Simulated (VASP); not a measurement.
# Pd (Pm-3m) in VASP: notebook

The runs below take Pd through single point, with PBE.

Program: VASP 6.6.1. These are calculated values, not measurements. Logs are shortened: lines on timing, memory, paths and dates and some standing lists are left out, and cuts for length are marked.

## 1. The cell of the first run

The structure is cubic, space group Pm-3m (No. 221). Conventional cell: a = 2.265 Å, b = 2.265 Å, c = 2.265 Å, α = 90.00°, β = 90.00°, γ = 90.00°. Pd (site symmetry m-3m) has 6 Pd at 2.26 Å within 3.0 Å.

## 2. Single point, PBE (volume scaled by 0.65)

File INCAR:

```
SYSTEM = Pd
ALGO = Normal ; EDIFF = 1E-7
ENCUT = 520 ; GGA = PE
ISIF = 2 ; ISMEAR = -1
LASPH = .True. ; LCHARG = .True.
LELF = .True. ; LREAL = .False.
LVHAR = .True. ; LWAVE = .False.
NBANDS = 11 ; NELM = 80
PREC = Accurate ; SIGMA = 0.08
```

File KPOINTS:

```
k-points
0
Gamma
  15 15 15
  0 0 0
```

File POSCAR:

```
Pd
1.0
    2.2649005156      0.0000000000      0.0000000000
    0.0000000000      2.2649005156      0.0000000000
    0.0000000000      0.0000000000      2.2649005156
Pd
1
Direct
    0.0000000000      0.0000000000      0.0000000000
```

Potentials or basis: VASP PAW PBE potentials, release 64 (Pd).

Command:

```bash
$ cat potpaw_PBE.64/Pd/POTCAR > POTCAR
$ mpirun -np 1 vasp_std > vasp.out
```

OUTCAR:

```text
SYSTEM = Pd
   EDIFF = 1E-7
   ENCUT = 520
   GGA = PE
   ISIF = 2
   ISMEAR = -1
   LASPH = .True.
   LREAL = .False.
   NELM = 80
   PREC = Accurate

 ion  position               nearest neighbor table
   1  0.000  0.000  0.000-

  LATTYP: Found a simple cubic cell.
 ALAT       =     2.2649005156

  Lattice vectors:

 A1 = (   2.2649005156,   0.0000000000,   0.0000000000)
 A2 = (   0.0000000000,   2.2649005156,   0.0000000000)
 A3 = (   0.0000000000,   0.0000000000,   2.2649005156)

Analysis of symmetry for initial positions (statically):
=====================================================================
 Subroutine PRICEL returns:
 Original cell was already a primitive cell.

 Routine SETGRP: Setting up the symmetry group for a
 simple cubic supercell.

 Subroutine GETGRP returns: Found 48 space group operations
 (whereof 48 operations were pure point group operations)
 out of a pool of 48 trial point group operations.

The static configuration has the point symmetry O_h .

Analysis of symmetry for dynamics (positions and initial velocities):
=====================================================================
 Subroutine PRICEL returns:
 Original cell was already a primitive cell.

 Routine SETGRP: Setting up the symmetry group for a
 simple cubic supercell.

 Subroutine GETGRP returns: Found 48 space group operations
 (whereof 48 operations were pure point group operations)
 out of a pool of 48 trial point group operations.

The dynamic configuration has the point symmetry O_h .

 Subroutine INISYM returns: Found 48 space group operations
 (whereof 48 operations are pure point group operations),
 and found     1 'primitive' translations

----------------------------------------------------------------------------------------

                                     Primitive cell

  volume of cell :      11.6184

  direct lattice vectors                    reciprocal lattice vectors
     2.264900516  0.000000000  0.000000000     0.441520496  0.000000000  0.000000000
     0.000000000  2.264900516  0.000000000     0.000000000  0.441520496  0.000000000
     0.000000000  0.000000000  2.264900516     0.000000000  0.000000000  0.441520496

  length of vectors
     2.264900516  2.264900516  2.264900516     0.441520496  0.441520496  0.441520496

  position of ions in fractional coordinates (direct lattice)
     0.000000000  0.000000000  0.000000000

  ion indices of the primitive-cell ions
   primitive index   ion index
                 1           1

----------------------------------------------------------------------------------------

 KPOINTS: k-points

Automatic generation of k-mesh.
 Grid dimensions read from file:
 generate k-points for:   15   15   15

 Generating k-lattice:

  Cartesian coordinates                     Fractional coordinates (reciprocal lattice)
     0.029434700  0.000000000  0.000000000     0.066666667  0.000000000  0.000000000
     0.000000000  0.029434700  0.000000000     0.000000000  0.066666667  0.000000000
     0.000000000  0.000000000  0.029434700     0.000000000  0.000000000  0.066666667

  Length of vectors
     0.029434700  0.029434700  0.029434700

  Shift w.r.t. Gamma in fractional coordinates (k-lattice)
     0.000000000  0.000000000  0.000000000

 Subroutine IBZKPT returns following result:
 ===========================================

 Found    120 irreducible k-points:

 Following reciprocal coordinates:
            Coordinates               Weight
  0.000000  0.000000  0.000000      1.000000
  0.066667  0.000000  0.000000      6.000000
  0.133333  0.000000  0.000000      6.000000
  0.200000  0.000000  0.000000      6.000000
  0.266667  0.000000  0.000000      6.000000
  0.333333  0.000000  0.000000      6.000000
[... 16 lines left out ...]
  0.266667  0.200000  0.000000     24.000000
  0.333333  0.200000  0.000000     24.000000
 [... further k-points ...]
   k-points           NKPTS =    120   k-points in BZ     NKDIM =    120   number of bands    NBANDS=     11
   number of dos      NEDOS =    301   number of ions     NIONS =      1
   total plane-waves  NPLWV =   5832
   dimension x,y,z NGX =    18 NGY =   18 NGZ =   18
   dimension x,y,z NGXF=    36 NGYF=   36 NGZF=   36
   ions per type =               1
   NGX,Y,Z   is equivalent  to a cutoff of  13.21, 13.21, 13.21 a.u.
   NGXF,Y,Z  is equivalent  to a cutoff of  26.42, 26.42, 26.42 a.u.
 SYSTEM =  Pd
   PREC   = accura    normal or accurate (medium, high low for compatibility)
   ISTART =      0    job   : 0-new  1-cont  2-samecut
   ICHARG =      2    charge: 1-file 2-atom 10-const
   ISPIN  =      1    spin polarized calculation?
   LNONCOLLINEAR =      F non collinear calculations
   LSORBIT =      F    spin-orbit coupling
   LASPH  =      T    aspherical Exc in radial PAW
   ENCUT  =  520.0 eV  38.22 Ry    6.18 a.u.   4.21  4.21  4.21*2*pi/ulx,y,z
   NELM   =     80;   NELMIN=  2; NELMDL= -5     # of ELM steps
   EDIFF  = 0.1E-06   stopping-criterion for ELM
   LREAL  =      F    real-space projection
   EDIFFG = 0.1E-05   stopping-criterion for IOM
   NSW    =      0    number of steps for IOM
   IBRION =     -1    ionic relax: 0-MD 1-quasi-New 2-CG
   NFREE  =      0    steps in history (QN), initial steepest desc. (CG)
   ISIF   =      2    stress and relaxation
   ISYM   =      2    0-nonsym 1-usesym 2-fastsym
   POTIM  = 0.5000    time-step for ionic-motion
   TEBEG  =    0.0;   TEEND  =   0.0 temperature during run
   PSTRESS=    0.0 pullay stress
   NELECT =      10.0000    total number of electrons
   NUPDOWN=      -1.0000    fix difference up-down
   EMIN   =  10.00;   EMAX   =-10.00  energy-range for DOS
   EFERMI =   0.00;   METHOD = LEGACY
   ISMEAR =    -1;   SIGMA  =   0.08  broadening in eV -4-tet -1-fermi 0-gaus
   EFERMI_NEDOS =   21; number of points for ismear=-14 and -15
   IALGO  =     38    algorithm
   IMIX   =      4    mixing-type and parameters
     AMIX     =   0.40;   BMIX     =  1.00
     AMIX_MAG =   1.60;   BMIX_MAG =  1.00
  volume/ion in A,a.u.               =      11.62        78.41
  Fermi-wavevector in a.u.,A,eV,Ry     =   1.557252  2.942780 32.994609  2.425035
  Thomas-Fermi vector in A             =   2.660930
   LORBIT       =      0    0 simple, 1 ext, 2 COOP (PROOUT), +10 PAW based schemes
   GGA     = PE    functional components
   LHFCALC =     F    Hartree Fock is set to
   AEXX    =    0.0000 exact exchange contribution
   IVDW    =     0    specifies the selected vdW correction
   LEPSILON=     F    determine dielectric tensor
   LRPA    =     F    only Hartree local field effects (RPA)
 non-spin polarized calculation
  energy-cutoff  :      520.00
  volume of cell :       11.62
 maximum number of plane-waves:       320
 NGX is ok and might be reduce to    18
   NGX =  9   NGY =  9   NGZ =  9

 number of electron      10.0000000 magnetization

 number of electron       9.9999997 magnetization

 Free energy of the ion-electron system (eV)
  ---------------------------------------------------
  ext. energy  EPLUGINS =         0.00000000
  ---------------------------------------------------
  free energy    TOTEN  =        -2.72919488 eV

  energy without entropy =       -2.71129733  energy(sigma->0) =       -2.72024610

 E-fermi :  14.8611     XC(G=0): -14.5837

 val. band max:       14.8516276991   @ k =   0.0667   0.0667   0.0000
 cond. band min:      14.8670445649   @ k =   0.0667   0.0000   0.0000
 fundamental gap:      0.0154168658
 Fermi energy:        14.8611013113

 k-point     1 :       0.0000    0.0000    0.0000
  band No.  band energies     occupation
      1       5.5526      2.00000
      2       6.5406      2.00000
      3       6.5406      2.00000
      4      15.0372      0.19920
      5      15.0372      0.19920
      6      15.0372      0.19920
      7      34.3478      0.00000
      8      34.3478      0.00000
      9      34.3478      0.00000
     10      39.7374      0.00000
     11      43.5087      0.00000

 k-point     2 :       0.0667    0.0000    0.0000
  band No.  band energies     occupation
      1       5.7145      2.00000
      2       6.5765      2.00000
      3       6.7238      2.00000
      4      14.8670      0.96287
      5      14.8670      0.96287
      6      15.0504      0.17162
      7      33.3251      0.00000
      8      34.6530      0.00000
      9      34.6530      0.00000
     10      39.7675      0.00000
     11      42.3504      0.00000

 k-point     3 :       0.1333    0.0000    0.0000
  band No.  band energies     occupation
      1       6.0991      2.00000
      2       6.6795      2.00000
      3       7.3427      2.00000
      4      14.4082      1.99307
      5      14.4082      1.99307
      6      15.0877      0.11123
      7      31.1775      0.00000
      8      35.5062      0.00000
      9      35.5062      0.00000
     10      39.7982      0.00000
     11      40.2768      0.00000

 k-point     4 :       0.2000    0.0000    0.0000
  band No.  band energies     occupation
      1       6.5603      2.00000
      2       6.8348      2.00000
      3       8.4443      2.00000
      4      13.7832      2.00000
      5      13.7832      2.00000
      6      15.1431      0.05725
      7      28.8485      0.00000
      8      36.7559      0.00000
      9      36.7559      0.00000
     10      38.2290      0.00000
     11      39.8134      0.00000

 k-point     5 :       0.2667    0.0000    0.0000
  band No.  band energies     occupation
      1       7.0191      2.00000
      2       7.0597      2.00000
      3       9.8925      2.00000
      4      13.1257      2.00000
      5      13.1257      2.00000
      6      15.2072      0.02609
      7      26.6978      0.00000
      8      36.4446      0.00000
      9      38.2266      0.00000
     10      38.2266      0.00000
     11      39.8214      0.00000
[... 211 lines left out ...]
 k-point    21 :       0.4667    0.1333    0.0000
  band No.  band energies     occupation
      1       7.8057      2.00000
      2       9.1198      2.00000
      3       9.8659      2.00000
      4      11.9933      2.00000
      5      14.7949      1.39185
      6      15.7034      0.00005
      7      22.9031      0.00000
      8      33.9949      0.00000
      9      38.2170      0.00000
     10      39.5915      0.00000
     11      40.3681      0.00000

 k-point    22 :       0.2000    0.2000    0.0000
  band No.  band energies     occupation
      1       7.1535      2.00000
      2       8.4671      2.00000
      3       8.9649      2.00000
      4      12.8582      2.00000
      5      13.8058      2.00000
      6      14.0742      1.99989
      7      30.0475      0.00000
      8      31.1283      0.00000
      9      38.4914      0.00000
     10      39.1928      0.00000
     11      39.9077      0.00000

 k-point    23 :       0.2667    0.2000    0.0000
  band No.  band energies     occupation
      1       7.4360      2.00000
      2       8.6883      2.00000
      3       9.8346      2.00000
      4      12.9744      2.00000
      5      13.2793      2.00000
      6      14.0582      1.99991
      7      28.0736      0.00000
      8      31.8160      0.00000
      9      37.7256      0.00000
     10      39.9028      0.00000
     11      40.6471      0.00000

 k-point    24 :       0.3333    0.2000    0.0000
  band No.  band energies     occupation
      1       7.7116      2.00000
      2       8.7250      2.00000
      3      10.2563      2.00000
      4      12.7288      2.00000
      5      14.0552      1.99992
      6      14.1348      1.99977
      7      25.9925      0.00000
      8      32.8038      0.00000
      9      36.9638      0.00000
     10      39.8943      0.00000
     11      42.1391      0.00000

 [... further k-points ...]

------------------------ aborting loop because EDIFF is reached ----------------------------------------

  FORCE on cell =-STRESS in cart. coord.  units (eV):
  Direction    XX          YY          ZZ          XY          YZ          ZX
  --------------------------------------------------------------------------------------
  -------------------------------------------------------------------------------------
  Total       11.5452048     11.5452048     11.5452048      0.0000000      0.0000000     -0.0000000
  in kB     1592.0797963   1592.0797963   1592.0797963      0.0000000      0.0000000     -0.0000000
  external PRESSURE =    1592.0797963 kB  Pullay stress =       0.0000000 kB

 VOLUME and BASIS-vectors are now :
 -----------------------------------------------------------------------------
  energy-cutoff  :      520.00
  volume of cell :       11.62
      direct lattice vectors                 reciprocal lattice vectors
     2.264900516  0.000000000  0.000000000     0.441520496  0.000000000  0.000000000
     0.000000000  2.264900516  0.000000000     0.000000000  0.441520496  0.000000000
     0.000000000  0.000000000  2.264900516     0.000000000  0.000000000  0.441520496

 POSITION                                       TOTAL-FORCE (eV/Angst)
 -----------------------------------------------------------------------------------
      0.00000      0.00000      0.00000         0.000000      0.000000      0.000000
 -----------------------------------------------------------------------------------
    total drift:                                0.000000      0.000000      0.000000

  FREE ENERGIE OF THE ION-ELECTRON SYSTEM (eV)
  ---------------------------------------------------
  free  energy   TOTEN  =        -2.7291948766 eV

  energy  without entropy=       -2.7112973323  energy(sigma->0) =       -2.72024610
```

Wall time 5.8 s (1 thread of Intel Xeon 6975P-C (Granite Rapids), shared host); peak memory 0.12 GiB.

Results:

| Item | Value |
| --- | --- |
| Free energy | -2.7292 eV |
| Pressure | 159.2 GPa |
| Band gap on the k mesh | zero (band 5 reaches 17.28 eV, above the bottom of band 6 at 13.54 eV) |

Levels at points of the mesh, in eV from the Fermi level:
```csv
k point,band 3,band 4,band 5,band 6,band 7,band 8
"(0.00, 0.00, 0.00)",-8.32,0.18,0.18,0.18,19.49,19.49
```

## 3. Single point, PBE (volume scaled by 0.65)

File INCAR:

```
  PREC = Accurate
  ENCUT = 520
  EDIFF = 1E-6
  ISMEAR = -1
  SIGMA = 0.08
  LREAL = False
  LASPH = True
  NELM = 60
  ALGO = Normal
  ISIF = 2
  LWAVE = False
  LCHARG = False
  GGA = PE
  NBANDS = 11
```

File KPOINTS:

```
regular mesh
0
Gamma
  15 15 15
```

POSCAR is that of step 2.

Potentials or basis: VASP PAW PBE potentials, release 64 (Pd).

Command:

```bash
$ cat potpaw_PBE.64/Pd/POTCAR > POTCAR
$ mpirun -np 1 vasp_std > vasp.out
```

OUTCAR:

```text
PREC = Accurate
   ENCUT = 520
   EDIFF = 1E-6
   ISMEAR = -1
   LREAL = False
   LASPH = True
   NELM = 60
   ISIF = 2
   GGA = PE

 ion  position               nearest neighbor table
   1  0.000  0.000  0.000-

  LATTYP: Found a simple cubic cell.
 ALAT       =     2.2649005156

  Lattice vectors:

 A1 = (   2.2649005156,   0.0000000000,   0.0000000000)
 A2 = (   0.0000000000,   2.2649005156,   0.0000000000)
[... 515 lines left out ...]
      9      36.9638      0.00000
     10      39.8944      0.00000
     11      42.1392      0.00000

 [... further k-points ...]

------------------------ aborting loop because EDIFF is reached ----------------------------------------

  FORCE on cell =-STRESS in cart. coord.  units (eV):
  Direction    XX          YY          ZZ          XY          YZ          ZX
  --------------------------------------------------------------------------------------
  -------------------------------------------------------------------------------------
  Total       11.5451795     11.5451795     11.5451795      0.0000000      0.0000000     -0.0000000
  in kB     1592.0763039   1592.0763039   1592.0763039      0.0000000      0.0000000     -0.0000000
  external PRESSURE =    1592.0763039 kB  Pullay stress =       0.0000000 kB

 VOLUME and BASIS-vectors are now :
 -----------------------------------------------------------------------------
  energy-cutoff  :      520.00
  volume of cell :       11.62
      direct lattice vectors                 reciprocal lattice vectors
     2.264900516  0.000000000  0.000000000     0.441520496  0.000000000  0.000000000
     0.000000000  2.264900516  0.000000000     0.000000000  0.441520496  0.000000000
     0.000000000  0.000000000  2.264900516     0.000000000  0.000000000  0.441520496

 POSITION                                       TOTAL-FORCE (eV/Angst)
 -----------------------------------------------------------------------------------
      0.00000      0.00000      0.00000         0.000000      0.000000      0.000000
 -----------------------------------------------------------------------------------
    total drift:                                0.000000      0.000000      0.000000

  FREE ENERGIE OF THE ION-ELECTRON SYSTEM (eV)
  ---------------------------------------------------
  free  energy   TOTEN  =        -2.7291949114 eV

  energy  without entropy=       -2.7112973005  energy(sigma->0) =       -2.72024611
```

Wall time 6.1 s (1 thread of Intel Xeon 6975P-C (Granite Rapids), shared host); peak memory 0.13 GiB.

What came out:

```
Free energy            : -2.7292 eV
Pressure               : 159.2 GPa
Band gap on the k mesh : zero (band 5 reaches 17.28 eV, above the bottom of band 6 at 13.54 eV)
```
